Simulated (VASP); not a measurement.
**Ni: single point with PBEsol**

Ni:

```
Ni
1.0
     2.34545    0.00000    0.00000
    -1.17272    2.03122    0.00000
     0.00000    0.00000    3.84692
Ni
2
Direct
  0.33333 0.66667 0.25000
  0.66667 0.33333 0.75000
```

This isn't the form of Ni at room conditions, which is fcc.

- Program: VASP 6.6.1
- Task: single point
- Functional: PBEsol
- Potentials or basis: VASP PAW PBE potentials, release 64 (Ni)
- Cutoff: 520 eV
- k mesh: 17 × 17 × 9
- Occupations: fermi-dirac, width 0.05 eV
- Spin: collinear spin, ferromagnetic start
- Starting moments: [0.671, 0.671] μB
- Dipole correction: no
- Further INCAR settings: ALGO = Normal; EDIFF = 1e-07; NBANDS = 21

The pressure is 39.2 GPa and the net moment is 1.17 μB per cell. The site moments are Ni +0.58 μB and the valence electrons inside the program's atomic spheres are Ni 9.68.

Levels at points of the mesh, in eV from the Fermi level:
Spin up:
```
           k point  band 9  band 10  band 11  band 12  band 13  band 14
(0.00, 0.00, 0.00)   -1.92    -0.75    -0.70    -0.70     6.92    24.03
```
Spin down:
| k point | band 6 | band 7 | band 8 | band 9 | band 10 | band 11 | band 12 | band 13 | band 14 | band 15 |
| --- | --- | --- | --- | --- | --- | --- | --- | --- | --- | --- |
| (0.00, 0.00, 0.00) | -1.82 | -1.82 | -1.29 | -1.29 | -0.75 | -0.03 | -0.03 | 7.32 | 23.96 | 27.26 |

Run time: 83 s on 1 thread of AMD EPYC 9R45 96-Core Processor (Zen 5), with other jobs on the host, peak memory 0.17 GiB.

Caveat: the cell stands under pressure; the PAW data sets were made with another functional, which shifts forces and pressure a little.
